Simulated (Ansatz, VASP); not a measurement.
Two plane-wave programs on Re

```xyz
2
Lattice="0.0000 2.9725 2.9725 2.9725 0.0000 2.9725 2.9725 2.9725 0.0000" Properties=species:S:1:pos:R:3 pbc="T T T"
Re    0.7431    0.7431    0.7431
Re    5.2019    5.2019    5.2019
```

Alike in both runs: task single point; functional BLYP; k mesh 11 × 11 × 11; occupations fermi-dirac, width 0.1 eV; no spin polarisation.

```csv
,VASP,Ansatz
version,VASP 6.6.1,Ansatz 0.2.0
potentials or method,"VASP PAW PBE potentials, release 64 (Re), cutoff 520 eV","plane waves (420 eV) with PAW, scalar-relativistic"
valence electrons in the cell,14,30
```

|  | VASP | Ansatz | Ansatz less VASP |
| --- | --- | --- | --- |
| pressure (GPa) | -14.4 | -14.2 | +0.19 |

VASP's potentials were made for PBE, not for BLYP. VASP's potentials hold 14 valence electrons a cell and Ansatz's 30, so a difference there can come from the potentials and not from the codes.

Spin-orbit coupling is off throughout.
